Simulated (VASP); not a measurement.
# ZrC (Fm-3m) in VASP: further runs

Runs on ZrC. Level: PBEsol. Tasks: single point, relaxation of volume and atoms at fixed shape.

All numbers are computed with VASP 6.6.1; they aren't measurements. Logs are shortened: lines on timing, memory, paths and dates and some standing lists are left out, and cuts for length are marked.

## Step 1: The cell of the first run

The structure is cubic, space group Fm-3m (No. 225). Conventional cell: a = 4.669 Å, b = 4.669 Å, c = 4.669 Å, α = 90.00°, β = 90.00°, γ = 90.00°. Within 3.1 Å of Zr (site symmetry m-3m) lie 6 C at 2.33 Å. Within 3.1 Å of C (site symmetry m-3m) lie 6 Zr at 2.33 Å.

## Step 2: Single point, PBEsol

Contents of INCAR:

```
SYSTEM = ZrC
PREC = Accurate ; ENCUT = 520
EDIFF = 1E-6 ; ISMEAR = -1
SIGMA = 0.1 ; LREAL = .False.
LASPH = .True. ; NELM = 80
ALGO = Normal ; ISIF = 2
LWAVE = .False. ; LCHARG = .False.
GGA = PS ; NBANDS = 15
```

Contents of KPOINTS:

```
Automatic mesh
0
Gamma
  15 15 15
  0 0 0
```

Contents of POSCAR:

```
ZrC
1.0
    0.0000000000      2.3345438508      2.3345438508
    2.3345438508      0.0000000000      2.3345438508
    2.3345438508      2.3345438508      0.0000000000
Zr C
1 1
Direct
    0.5000000000      0.5000000000      0.5000000000
    0.0000000000      0.0000000000      0.0000000000
```

Potentials or basis: VASP PAW PBE potentials, release 64 (Zr_sv, C).

The run is started by

```console
> cat potpaw_PBE.64/Zr_sv/POTCAR potpaw_PBE.64/C/POTCAR > POTCAR
> mpirun -np 1 vasp_std > vasp.out
```

OUTCAR:

```text
SYSTEM = ZrC
   PREC = Accurate
   ENCUT = 520
   EDIFF = 1E-6
   ISMEAR = -1
   LREAL = .False.
   LASPH = .True.
   NELM = 80
   ISIF = 2
   GGA = PS

 ion  position               nearest neighbor table
   1  0.500  0.500  0.500-   2 2.33   2 2.33   2 2.33   2 2.33   2 2.33   2 2.33
   2  0.000  0.000  0.000-   1 2.33   1 2.33   1 2.33   1 2.33   1 2.33   1 2.33

  LATTYP: Found a face centered cubic cell.
 ALAT       =     4.6690877016

  Lattice vectors:

 A1 = (   0.0000000000,   2.3345438508,   2.3345438508)
 A2 = (   2.3345438508,   0.0000000000,   2.3345438508)
 A3 = (   2.3345438508,   2.3345438508,   0.0000000000)

Analysis of symmetry for initial positions (statically):
=====================================================================
 Subroutine PRICEL returns:
 Original cell was already a primitive cell.

 Routine SETGRP: Setting up the symmetry group for a
 face centered cubic supercell.

 Subroutine GETGRP returns: Found 48 space group operations
 (whereof 48 operations were pure point group operations)
 out of a pool of 48 trial point group operations.

The static configuration has the point symmetry O_h .

Analysis of symmetry for dynamics (positions and initial velocities):
=====================================================================
 Subroutine PRICEL returns:
 Original cell was already a primitive cell.

 Routine SETGRP: Setting up the symmetry group for a
 face centered cubic supercell.

 Subroutine GETGRP returns: Found 48 space group operations
 (whereof 48 operations were pure point group operations)
 out of a pool of 48 trial point group operations.

The dynamic configuration has the point symmetry O_h .

 Subroutine INISYM returns: Found 48 space group operations
 (whereof 48 operations are pure point group operations),
 and found     1 'primitive' translations

----------------------------------------------------------------------------------------

                                     Primitive cell

  volume of cell :      25.4470

  direct lattice vectors                    reciprocal lattice vectors
     0.000000000  2.334543851  2.334543851    -0.214174602  0.214174602  0.214174602
     2.334543851  0.000000000  2.334543851     0.214174602 -0.214174602  0.214174602
     2.334543851  2.334543851  0.000000000     0.214174602  0.214174602 -0.214174602

  length of vectors
[... 83 lines left out ...]
   LREAL  =      F    real-space projection
[... 7 lines left out ...]
   TEBEG  =    0.0;   TEEND  =   0.0 temperature during run
   PSTRESS=    0.0 pullay stress
   NELECT =      16.0000    total number of electrons
   NUPDOWN=      -1.0000    fix difference up-down
   EMIN   =  10.00;   EMAX   =-10.00  energy-range for DOS
   EFERMI =   0.00;   METHOD = LEGACY
   ISMEAR =    -1;   SIGMA  =   0.10  broadening in eV -4-tet -1-fermi 0-gaus
   EFERMI_NEDOS =   21; number of points for ismear=-14 and -15
   IALGO  =     38    algorithm
   IMIX   =      4    mixing-type and parameters
     AMIX     =   0.40;   BMIX     =  1.00
     AMIX_MAG =   1.60;   BMIX_MAG =  1.00
  volume/ion in A,a.u.               =      12.72        85.86
  Fermi-wavevector in a.u.,A,eV,Ry     =   1.402500  2.650340 26.762735  1.967006
  Thomas-Fermi vector in A             =   2.525255
   LORBIT       =      0    0 simple, 1 ext, 2 COOP (PROOUT), +10 PAW based schemes
   GGA     = PS    functional components
   LHFCALC =     F    Hartree Fock is set to
   AEXX    =    0.0000 exact exchange contribution
   IVDW    =     0    specifies the selected vdW correction
   LEPSILON=     F    determine dielectric tensor
   LRPA    =     F    only Hartree local field effects (RPA)
 non-spin polarized calculation
  energy-cutoff  :      520.00
  volume of cell :       25.45
 maximum number of plane-waves:       701
 NGX is ok and might be reduce to    28
   NGX = 13   NGY = 13   NGZ = 13

 number of electron      16.0000000 magnetization

 Free energy of the ion-electron system (eV)
  ---------------------------------------------------
  ext. energy  EPLUGINS =         0.00000000
  ---------------------------------------------------
  free energy    TOTEN  =       -20.57798119 eV

  energy without entropy =      -20.56766069  energy(sigma->0) =      -20.57282094

 E-fermi :   9.7213     XC(G=0): -12.3792

 val. band max:        9.6919472928   @ k =   0.3333   0.2667   0.0000
 cond. band min:       9.7352696687   @ k =   0.4000   0.3333   0.0000
 fundamental gap:      0.0433223759
 Fermi energy:         9.7212935817

 k-point     1 :       0.0000    0.0000    0.0000
  band No.  band energies     occupation
      1     -38.1719      2.00000
      2     -15.8991      2.00000
      3     -15.8991      2.00000
      4     -15.8991      2.00000
      5      -1.6269      2.00000
      6      10.6811      0.00014
      7      10.6811      0.00014
      8      10.6811      0.00014
      9      10.7883      0.00005
     10      10.7883      0.00005
     11      10.7883      0.00005
     12      12.5885      0.00000
     13      12.5885      0.00000
     14      17.2489      0.00000
[... 401 lines left out ...]
      2     -16.1653      2.00000
      3     -15.9761      2.00000
      4     -15.9660      2.00000
      5      -0.8106      2.00000
      6       7.3346      2.00000
      7       8.9935      1.99862
      8       9.2625      1.97986
      9      10.2561      0.00947
     10      12.7134      0.00000
     11      13.1228      0.00000
     12      13.7765      0.00000
     13      15.7621      0.00000
     14      19.3199      0.00000
     15      22.3901      0.00000

 [... further k-points ...]

------------------------ aborting loop because EDIFF is reached ----------------------------------------

  FORCE on cell =-STRESS in cart. coord.  units (eV):
  Direction    XX          YY          ZZ          XY          YZ          ZX
  --------------------------------------------------------------------------------------
  -------------------------------------------------------------------------------------
  Total        0.0592218      0.0592218      0.0592218      0.0000000      0.0000000     -0.0000000
  in kB        3.7286856      3.7286856      3.7286856      0.0000000      0.0000000     -0.0000000
  external PRESSURE =       3.7286856 kB  Pullay stress =       0.0000000 kB

 VOLUME and BASIS-vectors are now :
 -----------------------------------------------------------------------------
  energy-cutoff  :      520.00
  volume of cell :       25.45
      direct lattice vectors                 reciprocal lattice vectors
     0.000000000  2.334543851  2.334543851    -0.214174602  0.214174602  0.214174602
     2.334543851  0.000000000  2.334543851     0.214174602 -0.214174602  0.214174602
     2.334543851  2.334543851  0.000000000     0.214174602  0.214174602 -0.214174602

 POSITION                                       TOTAL-FORCE (eV/Angst)
 -----------------------------------------------------------------------------------
      2.33454      2.33454      2.33454        -0.000000     -0.000000     -0.000000
      0.00000      0.00000      0.00000         0.000000      0.000000      0.000000
 -----------------------------------------------------------------------------------
    total drift:                                0.000000      0.000000      0.000000

  FREE ENERGIE OF THE ION-ELECTRON SYSTEM (eV)
  ---------------------------------------------------
  free  energy   TOTEN  =       -20.5779811917 eV

  energy  without entropy=      -20.5676606941  energy(sigma->0) =      -20.57282094
```

OSZICAR:

```text
N       E                     dE             d eps       ncg     rms          rms(c)
DAV:   1     0.983748335566E+02    0.98375E+02   -0.86060E+03  3600   0.108E+03
DAV:   2    -0.177007641810E+02   -0.11608E+03   -0.10870E+03  4622   0.287E+02
DAV:   3    -0.236487382064E+02   -0.59480E+01   -0.59115E+01  5806   0.547E+01
DAV:   4    -0.237799579727E+02   -0.13122E+00   -0.13115E+00  4483   0.593E+00
DAV:   5    -0.237817663603E+02   -0.18084E-02   -0.18084E-02  4716   0.575E-01    0.217E+01
DAV:   6    -0.206909478107E+02    0.30908E+01   -0.55601E+00  4276   0.218E+01    0.798E+00
DAV:   7    -0.206004798777E+02    0.90468E-01   -0.56088E-01  4165   0.552E+00    0.666E+00
DAV:   8    -0.206067441055E+02   -0.62642E-02   -0.29177E-01  4428   0.397E+00    0.439E+00
DAV:   9    -0.205785007114E+02    0.28243E-01   -0.49303E-02  3971   0.152E+00    0.662E-01
DAV:  10    -0.205780127579E+02    0.48795E-03   -0.46725E-03  4706   0.595E-01    0.167E-01
DAV:  11    -0.205779869221E+02    0.25836E-04   -0.22662E-04  4027   0.149E-01    0.464E-02
DAV:  12    -0.205779817709E+02    0.51512E-05   -0.47471E-06  4603   0.188E-02    0.808E-03
DAV:  13    -0.205779811917E+02    0.57925E-06   -0.12269E-06  3787   0.722E-03
   1 F= -.20577981E+02 E0= -.20572821E+02  d E =-.103205E-01
```

stdout:

```text
POSCAR found type information on POSCAR ZrC
 POSCAR found :  2 types and       2 ions
 scaLAPACK will be used
 -----------------------------------------------------------------------------
|                                                                             |
|                                                                             |
|     You enforced a specific xc type in the INCAR file but a different       |
|     I HOPE YOU KNOW WHAT YOU ARE DOING!                                     |
|                                                                             |
 -----------------------------------------------------------------------------

 LDA part: xc-table for (Slater+PW92), standard interpolation
 POSCAR, INCAR and KPOINTS ok, starting setup
 FFT: planning ... GRIDC
 FFT: planning ... GRID_SOFT
 FFT: planning ... GRID
 WAVECAR not read
 entering main loop
```

Wall time 38 s (1 thread of AMD EPYC 9R45 (Zen 5), shared host); peak memory 0.16 GiB.

Results:

```
Free energy            : -20.5780 eV
Pressure               : 0.4 GPa
Band gap on the k mesh : zero (bands 8 and 9 overlap by 1.32 eV)
```

Levels at points of the mesh, in eV from the Fermi level:
```
           k point  band 6  band 7  band 8  band 9  band 10  band 11
(0.00, 0.00, 0.00)    0.96    0.96    0.96    1.07     1.07     1.07
```

Caveat: the PAW data sets were made with another functional, which shifts forces and pressure a little.

(Part 1 of 2 ends here.)
